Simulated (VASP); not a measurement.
# CdF2 (Fmmm) in VASP: a series of runs

The runs below take CdF2 through single point, with PBEsol.

Program: VASP 6.6.1. These are calculated values, not measurements. Logs are shortened: lines on timing, memory, paths and dates and some standing lists are left out, and cuts for length are marked.

## (1) The cell of the first run

The structure is orthorhombic, space group Fmmm (No. 69). The conventional cell has a = 4.819 Å, b = 5.142 Å, c = 6.192 Å, α = 90.00°, β = 90.00°, γ = 90.00°. Cd (site symmetry mmm) has 8 F at 2.35 Å within 3.1 Å. F (site symmetry 222) has 4 Cd at 2.35 Å and 6 F at 2.41 to 3.10 Å within 3.1 Å.

## (2) Single point, PBEsol

The input, INCAR:

```
SYSTEM = CdF2
PREC = Accurate ; ENCUT = 520
EDIFF = 1E-6 ; ISMEAR = 0
SIGMA = 0.05 ; LREAL = .FALSE.
LASPH = .TRUE. ; NELM = 60
ALGO = Normal ; ISIF = 2
LWAVE = .FALSE. ; LCHARG = .TRUE.
GGA = PS ; LELF = .TRUE.
LVHAR = .TRUE. ; NBANDS = 20
```

The input, KPOINTS:

```
Automatic mesh
0
G
  8 8 8
  0 0 0
```

The input, POSCAR:

```
CdF2
1.0
    0.0000000000      2.5709296727      3.0958838991
    2.4094052954      0.0000000000      3.0958838991
    2.4094052954      2.5709296727      0.0000000000
Cd F
1 2
Direct
    0.0000000000      0.0000000000      0.0000000000
    0.2500000000      0.2500000000      0.2500000000
    0.7500000000      0.7500000000      0.7500000000
```

Potentials or basis: VASP PAW PBE potentials, release 64 (Cd, F).

Started as:

```console
> cat potpaw_PBE.64/Cd/POTCAR potpaw_PBE.64/F/POTCAR > POTCAR
> mpirun -np 1 vasp_std > vasp.out
```

OUTCAR:

```text
SYSTEM = CdF2
   PREC = Accurate
   ENCUT = 520
   EDIFF = 1E-6
   ISMEAR = 0
   LREAL = .FALSE.
   LASPH = .TRUE.
   NELM = 60
   ISIF = 2
   GGA = PS

 ion  position               nearest neighbor table
   1  0.000  0.000  0.000-   3 2.35   3 2.35   3 2.35   2 2.35   3 2.35   2 2.35   2 2.35   2 2.35

   2  0.250  0.250  0.250-   1 2.35   1 2.35   1 2.35   1 2.35
   3  0.750  0.750  0.750-   1 2.35   1 2.35   1 2.35   1 2.35

  LATTYP: Found a face centered orthorhombic cell.
 ALAT       =     4.8188105908
 B/A-ratio  =     1.0670391061
 C/A-ratio  =     1.2849162011

  Lattice vectors:

 A1 = (   0.0000000000,   2.5709296727,   3.0958838991)
 A2 = (   2.4094052954,   0.0000000000,   3.0958838991)
 A3 = (   2.4094052954,   2.5709296727,   0.0000000000)

Analysis of symmetry for initial positions (statically):
=====================================================================
 Subroutine PRICEL returns:
 Original cell was already a primitive cell.

 Routine SETGRP: Setting up the symmetry group for a
 face centered orthorhombic supercell.

 Subroutine GETGRP returns: Found  8 space group operations
 (whereof  8 operations were pure point group operations)
 out of a pool of  8 trial point group operations.

The static configuration has the point symmetry D_2h.

Analysis of symmetry for dynamics (positions and initial velocities):
=====================================================================
 Subroutine PRICEL returns:
 Original cell was already a primitive cell.

 Routine SETGRP: Setting up the symmetry group for a
 face centered orthorhombic supercell.

 Subroutine GETGRP returns: Found  8 space group operations
 (whereof  8 operations were pure point group operations)
 out of a pool of  8 trial point group operations.

The dynamic configuration has the point symmetry D_2h.

 Subroutine INISYM returns: Found  8 space group operations
 (whereof  8 operations are pure point group operations),
 and found     1 'primitive' translations

----------------------------------------------------------------------------------------

                                     Primitive cell

  volume of cell :      38.3544

  direct lattice vectors                    reciprocal lattice vectors
     0.000000000  2.570929673  3.095883899    -0.207520088  0.194482177  0.161504764
     2.409405295  0.000000000  3.095883899     0.207520088 -0.194482177  0.161504764
     2.409405295  2.570929673  0.000000000     0.207520088  0.194482177 -0.161504764

  length of vectors
     4.024198864  3.922974763  3.523480277     0.327065274  0.327065274  0.327065274

  position of ions in fractional coordinates (direct lattice)
     0.000000000  0.000000000  0.000000000
     0.250000000  0.250000000  0.250000000
     0.750000000  0.750000000  0.750000000

  ion indices of the primitive-cell ions
   primitive index   ion index
                 1           1
                 2           2
                 3           3

----------------------------------------------------------------------------------------

 KPOINTS: Automatic mesh

Automatic generation of k-mesh.
 Grid dimensions read from file:
 generate k-points for:    8    8    8

 Generating k-lattice:

  Cartesian coordinates                     Fractional coordinates (reciprocal lattice)
    -0.025940011  0.024310272  0.020188096     0.125000000  0.000000000  0.000000000
     0.025940011 -0.024310272  0.020188096     0.000000000  0.125000000  0.000000000
     0.025940011  0.024310272 -0.020188096     0.000000000  0.000000000  0.125000000

  Length of vectors
     0.040883159  0.040883159  0.040883159

  Shift w.r.t. Gamma in fractional coordinates (k-lattice)
     0.000000000  0.000000000  0.000000000

 Subroutine IBZKPT returns following result:
 ===========================================

 Found     95 irreducible k-points:

 Following reciprocal coordinates:
            Coordinates               Weight
  0.000000  0.000000  0.000000      1.000000
  0.125000  0.000000 -0.000000      8.000000
  0.250000  0.000000 -0.000000      8.000000
  0.375000  0.000000 -0.000000      8.000000
  0.500000  0.000000 -0.000000      4.000000
  0.125000  0.125000  0.000000      2.000000
[... 16 lines left out ...]
  0.250000 -0.000000  0.125000      8.000000
  0.375000  0.000000  0.125000      8.000000
 [... further k-points ...]
   k-points           NKPTS =     95   k-points in BZ     NKDIM =     95   number of bands    NBANDS=     20
   number of dos      NEDOS =    301   number of ions     NIONS =      3
   total plane-waves  NPLWV =  25200
   dimension x,y,z NGX =    30 NGY =   30 NGZ =   28
   dimension x,y,z NGXF=    60 NGYF=   60 NGZF=   56
   ions per type =               1   2
   NGX,Y,Z   is equivalent  to a cutoff of  12.39, 12.71, 13.21 a.u.
   NGXF,Y,Z  is equivalent  to a cutoff of  24.79, 25.43, 26.42 a.u.
 SYSTEM =  CdF2
   PREC   = accura    normal or accurate (medium, high low for compatibility)
   ISTART =      0    job   : 0-new  1-cont  2-samecut
   ICHARG =      2    charge: 1-file 2-atom 10-const
   ISPIN  =      1    spin polarized calculation?
   LNONCOLLINEAR =      F non collinear calculations
   LSORBIT =      F    spin-orbit coupling
   LASPH  =      T    aspherical Exc in radial PAW
   ENCUT  =  520.0 eV  38.22 Ry    6.18 a.u.   7.48  7.29  6.55*2*pi/ulx,y,z
   NELM   =     60;   NELMIN=  2; NELMDL= -5     # of ELM steps
   EDIFF  = 0.1E-05   stopping-criterion for ELM
   LREAL  =      F    real-space projection
   EDIFFG = 0.1E-04   stopping-criterion for IOM
   NSW    =      0    number of steps for IOM
   IBRION =     -1    ionic relax: 0-MD 1-quasi-New 2-CG
   NFREE  =      0    steps in history (QN), initial steepest desc. (CG)
   ISIF   =      2    stress and relaxation
   ISYM   =      2    0-nonsym 1-usesym 2-fastsym
   POTIM  = 0.5000    time-step for ionic-motion
   TEBEG  =    0.0;   TEEND  =   0.0 temperature during run
   PSTRESS=    0.0 pullay stress
   NELECT =      26.0000    total number of electrons
   NUPDOWN=      -1.0000    fix difference up-down
   EMIN   =  10.00;   EMAX   =-10.00  energy-range for DOS
   EFERMI =   0.00;   METHOD = LEGACY
   ISMEAR =     0;   SIGMA  =   0.05  broadening in eV -4-tet -1-fermi 0-gaus
   EFERMI_NEDOS =   21; number of points for ismear=-14 and -15
   IALGO  =     38    algorithm
   IMIX   =      4    mixing-type and parameters
     AMIX     =   0.40;   BMIX     =  1.00
     AMIX_MAG =   1.60;   BMIX_MAG =  1.00
  volume/ion in A,a.u.               =      12.78        86.28
  Fermi-wavevector in a.u.,A,eV,Ry     =   1.438118  2.717648 28.139324  2.068182
  Thomas-Fermi vector in A             =   2.557120
   LORBIT       =      0    0 simple, 1 ext, 2 COOP (PROOUT), +10 PAW based schemes
   GGA     = PS    functional components
   LHFCALC =     F    Hartree Fock is set to
   AEXX    =    0.0000 exact exchange contribution
   IVDW    =     0    specifies the selected vdW correction
   LEPSILON=     F    determine dielectric tensor
   LRPA    =     F    only Hartree local field effects (RPA)
 non-spin polarized calculation
 Gauss-broadening in eV      SIGMA  =   0.05
  energy-cutoff  :      520.00
  volume of cell :       38.35
 maximum number of plane-waves:      1051
 NGX is ok and might be reduce to    30
   NGX = 15   NGY = 15   NGZ = 13

 number of electron      26.0000005 magnetization

 Free energy of the ion-electron system (eV)
  ---------------------------------------------------
  ext. energy  EPLUGINS =         0.00000000
  ---------------------------------------------------
  free energy    TOTEN  =       -11.11519596 eV

  energy without entropy =      -11.11519596  energy(sigma->0) =      -11.11519596

 E-fermi :  -0.3618     XC(G=0): -10.8599

 val. band max:       -0.6189809810   @ k =   0.5000   0.0000   0.5000
 cond. band min:       1.1843173383   @ k =   0.0000   0.0000   0.0000
 fundamental gap:      1.8032983193
 Fermi energy:        -0.3618418463

 k-point     1 :       0.0000    0.0000    0.0000
  band No.  band energies     occupation
      1     -21.9780      2.00000
      2     -20.5489      2.00000
      3      -7.0461      2.00000
      4      -6.8499      2.00000
      5      -6.8224      2.00000
      6      -5.8989      2.00000
[... 12 lines left out ...]
     19      16.6640      0.00000
     20      18.5620      0.00000

 k-point     2 :       0.1250    0.0000   -0.0000
  band No.  band energies     occupation
      1     -21.9173      2.00000
      2     -20.6069      2.00000
      3      -6.9676      2.00000
      4      -6.7722      2.00000
      5      -6.7216      2.00000
      6      -5.8985      2.00000
[... 12 lines left out ...]
     19      17.4115      0.00000
     20      19.0459      0.00000

 k-point     3 :       0.2500    0.0000   -0.0000
  band No.  band energies     occupation
      1     -21.7499      2.00000
      2     -20.7646      2.00000
      3      -6.8532      2.00000
      4      -6.6123      2.00000
      5      -6.3633      2.00000
      6      -5.8659      2.00000
[... 12 lines left out ...]
     19      17.7895      0.00000
     20      19.2318      0.00000

 k-point     4 :       0.3750    0.0000   -0.0000
  band No.  band energies     occupation
      1     -21.5139      2.00000
      2     -20.9870      2.00000
      3      -6.8045      2.00000
      4      -6.4700      2.00000
      5      -5.8993      2.00000
      6      -5.8603      2.00000
[... 12 lines left out ...]
     19      17.2828      0.00000
     20      18.4673      0.00000

 k-point     5 :       0.5000    0.0000   -0.0000
  band No.  band energies     occupation
      1     -21.2846      2.00000
      2     -21.2097      2.00000
      3      -6.7975      2.00000
      4      -6.4242      2.00000
      5      -5.8661      2.00000
      6      -5.7911      2.00000
[... 12 lines left out ...]
     19      17.0994      0.00000
     20      17.9268      0.00000

 k-point     6 :       0.1250    0.1250    0.0000
  band No.  band energies     occupation
      1     -21.9428      2.00000
      2     -20.5731      2.00000
      3      -6.8963      2.00000
      4      -6.7640      2.00000
      5      -6.7240      2.00000
      6      -5.9635      2.00000
[... 12 lines left out ...]
     19      17.5400      0.00000
     20      19.4107      0.00000

 k-point     7 :       0.2500    0.1250   -0.0000
  band No.  band energies     occupation
      1     -21.8551      2.00000
      2     -20.6481      2.00000
      3      -6.7864      2.00000
      4      -6.6095      2.00000
      5      -6.4773      2.00000
      6      -5.9923      2.00000
[... 12 lines left out ...]
     19      18.5284      0.00000
     20      19.6121      0.00000
[... 277 lines left out ...]
 k-point    20 :      -0.3750    0.3750    0.0000
  band No.  band energies     occupation
      1     -21.5773      2.00000
      2     -20.8755      2.00000
      3      -6.4769      2.00000
      4      -6.0506      2.00000
      5      -5.9220      2.00000
      6      -5.8954      2.00000
[... 12 lines left out ...]
     19      19.8102      0.00000
     20      20.0136      0.00000

 k-point    21 :       0.5000    0.5000    0.0000
  band No.  band energies     occupation
      1     -21.7305      2.00000
      2     -20.7077      2.00000
      3      -6.6628      2.00000
      4      -5.9993      2.00000
      5      -5.8672      2.00000
      6      -5.8655      2.00000
[... 12 lines left out ...]
     19      17.1245      0.00000
     20      21.8571      0.00000

 k-point    22 :       0.1250    0.0000    0.1250
  band No.  band energies     occupation
      1     -21.8927      2.00000
      2     -20.6269      2.00000
      3      -6.9260      2.00000
      4      -6.8341      2.00000
      5      -6.6145      2.00000
      6      -5.9157      2.00000
[... 12 lines left out ...]
     19      18.1232      0.00000
     20      18.4863      0.00000

 k-point    23 :       0.2500   -0.0000    0.1250
  band No.  band energies     occupation
      1     -21.7604      2.00000
      2     -20.7465      2.00000
      3      -6.7876      2.00000
      4      -6.7283      2.00000
      5      -6.3416      2.00000
      6      -5.9813      2.00000
[... 12 lines left out ...]
     19      17.6421      0.00000
     20      19.6496      0.00000

 k-point    24 :       0.3750    0.0000    0.1250
  band No.  band energies     occupation
      1     -21.5531      2.00000
      2     -20.9372      2.00000
      3      -6.7069      2.00000
      4      -6.5461      2.00000
      5      -5.9893      2.00000
      6      -5.9674      2.00000
[... 12 lines left out ...]
     19      16.8845      0.00000
     20      19.8919      0.00000

 [... further k-points ...]
[... 5 lines left out ...]
  --------------------------------------------------------------------------------------
  -------------------------------------------------------------------------------------
  Total        3.6627709      1.4734080     -3.7263064      0.0000000      0.0000000      0.0000000
  in kB      153.0049969     61.5486987   -155.6590688      0.0000000      0.0000000      0.0000000
  external PRESSURE =      19.6315422 kB  Pullay stress =       0.0000000 kB

 VOLUME and BASIS-vectors are now :
 -----------------------------------------------------------------------------
  energy-cutoff  :      520.00
  volume of cell :       38.35
      direct lattice vectors                 reciprocal lattice vectors
     0.000000000  2.570929673  3.095883899    -0.207520088  0.194482177  0.161504764
     2.409405295  0.000000000  3.095883899     0.207520088 -0.194482177  0.161504764
     2.409405295  2.570929673  0.000000000     0.207520088  0.194482177 -0.161504764

 POSITION                                       TOTAL-FORCE (eV/Angst)
 -----------------------------------------------------------------------------------
      0.00000      0.00000      0.00000        -0.000000     -0.000000     -0.000000
      1.20470      1.28546      1.54794        -0.000000      0.000000      0.000000
      3.61411      3.85639      4.64383         0.000000      0.000000      0.000000
 -----------------------------------------------------------------------------------
    total drift:                                0.000000     -0.000000      0.000000

  FREE ENERGIE OF THE ION-ELECTRON SYSTEM (eV)
  ---------------------------------------------------
  free  energy   TOTEN  =       -11.1151959597 eV

  energy  without entropy=      -11.1151959597  energy(sigma->0) =      -11.11519596
```

It took 2.5 min on 1 thread of Oxide Virtual Turin-like, shared host; peak memory 0.18 GiB.

What came out:

```yaml
Free_energy: -11.1152 eV
Pressure: 2.0 GPa
Band_gap_on_the_k_mesh: 1.80 eV (least direct gap 2.27 eV)
```

Levels at points of the mesh, in eV from the valence-band top:
```tsv
k point	band 11	band 12	band 13	band 14	band 15	band 16
(0.00, 0.00, 0.00)	-1.14	-0.87	-0.47	1.80	11.91	12.02
(0.50, 0.00, 0.00)	-2.07	-1.10	-0.98	6.15	7.57	13.42
(0.50, 0.50, 0.00)	-1.58	-0.52	-0.08	6.65	9.37	11.80
(0.50, 0.00, 0.50)	-0.92	-0.63	0.00	7.23	8.01	10.99
(0.00, 0.50, 0.50)	-0.88	-0.37	-0.17	6.75	8.34	11.31
```

Caveat: the cell differs from its parent crystal (strain +e along x and -e along y -0.0300, strain +e along z and -e/2 along x and y +0.1500); the stress differs along the axes, from -16 to 15 GPa; the PAW data sets were made with another functional, which shifts forces and pressure a little.

## (3) Single point, PBEsol

The input, INCAR:

```
SYSTEM = CdF2
PREC = Accurate
ENCUT = 520
EDIFF = 1E-7
ISMEAR = 0
SIGMA = 0.05
LREAL = .False.
LASPH = .True.
NELM = 60
ALGO = Normal
ISIF = 2
LWAVE = .False.
LCHARG = .True.
GGA = PS
LELF = .True.
LVHAR = .True.
NBANDS = 20
```

The input, KPOINTS:

```
Automatic mesh
0
Gamma
  8 8 8
  0 0 0
```

The input, POSCAR:

```
CdF2
1.0
    0.0000000000      2.9007086098      2.4901674840
    2.6853427733      0.0000000000      2.4901674840
    2.6853427733      2.9007086098      0.0000000000
Cd F
1 2
Direct
    0.0000000000      0.0000000000      0.0000000000
    0.2500000000      0.2500000000      0.2500000000
    0.7500000000      0.7500000000      0.7500000000
```

Potentials or basis: VASP PAW PBE potentials, release 64 (Cd, F).

Started as:

```console
> cat potpaw_PBE.64/Cd/POTCAR potpaw_PBE.64/F/POTCAR > POTCAR
> mpirun -np 1 vasp_std > vasp.out
```

Run time: 79 s. Hardware: 1 thread of Oxide Virtual Turin-like, shared host; peak memory 0.17 GiB.

The run converged. Its results:

* Free energy: -11.4317 eV
* Pressure: 1.2 GPa
* Band gap on the k mesh: 2.45 eV (least direct gap 3.00 eV)

Stress tensor (GPa, compression positive):
```
 1.00  0.00  0.00
 0.00 -7.43  0.00
 0.00  0.00 10.18
```

Levels at points of the mesh, in eV from the valence-band top:
| k point | band 11 | band 12 | band 13 | band 14 | band 15 | band 16 |
| --- | --- | --- | --- | --- | --- | --- |
| (0.00, 0.00, 0.00) | -0.80 | -0.62 | -0.55 | 2.45 | 12.12 | 12.28 |
| (0.50, 0.00, 0.00) | -1.97 | -0.74 | -0.67 | 6.67 | 8.42 | 13.65 |
| (0.50, 0.50, 0.00) | -0.53 | -0.33 | -0.24 | 7.23 | 8.99 | 11.59 |
| (0.50, 0.00, 0.50) | -1.13 | -0.40 | -0.03 | 7.47 | 9.35 | 11.60 |
| (0.00, 0.50, 0.50) | -0.73 | -0.56 | 0.00 | 7.61 | 8.86 | 11.36 |

Caveat: the cell differs from its parent crystal (strain +e along x and -e along y -0.0400, strain +e along z and -e/2 along x and y -0.0750); the stress differs along the axes, from -7 to 10 GPa; the PAW data sets were made with another functional, which shifts forces and pressure a little. A k mesh can miss the band edges.
